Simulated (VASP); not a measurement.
A run of VASP 6.6.1:

The input INCAR:

```
PREC     = Accurate       # precision mode
ENCUT    = 520            # plane-wave cutoff, eV
EDIFF    = 1E-6           # SCF threshold, eV
ISMEAR   = 0              # smearing method
SIGMA    = 0.15           # smearing width, eV
LREAL    = F              # projectors in reciprocal space
LASPH    = T              # aspherical terms in the spheres
NELM     = 150            # most SCF steps
ALGO     = Normal         # electronic algorithm
ISIF     = 2              # what is computed and relaxed
LWAVE    = F              # write WAVECAR
LCHARG   = F              # write CHGCAR
ISPIN    = 2              # spin polarisation
MAGMOM   = 0.5            # initial moments
LORBIT   = 11             # projections on sites
NUPDOWN  = 0.5            # fixed moment
LMAXMIX  = 4              # l up to which the mixer works
GGA      = CA             # functional
NBANDS   = 16             # bands
```

File KPOINTS:

```
Automatic mesh
0
Gamma
  22 22 22
```

POSCAR

```
Ti
1.0
    0.0000000000      2.1140031667      2.1140031667
    2.1140031667      0.0000000000      2.1140031667
    2.1140031667      2.1140031667      0.0000000000
Ti
1
Direct
    0.0000000000      0.0000000000      0.0000000000
```

Potentials or basis: VASP PAW LDA potentials, release 64 (Ti_sv).

The run is started by

```bash
$ cat potpaw_LDA.64/Ti_sv/POTCAR > POTCAR
$ mpirun -np 1 vasp_std > vasp.out
```

Hardware: 1 thread of Intel Xeon 8259CL, on a shared host.

**Question.** Estimate the wall time of this run.

**Answer.** It took 3.4 min on 1 thread of Intel Xeon 8259CL, with other jobs on the host, peak memory 0.25 GiB. Counts: scf iterations 13, k points 328.
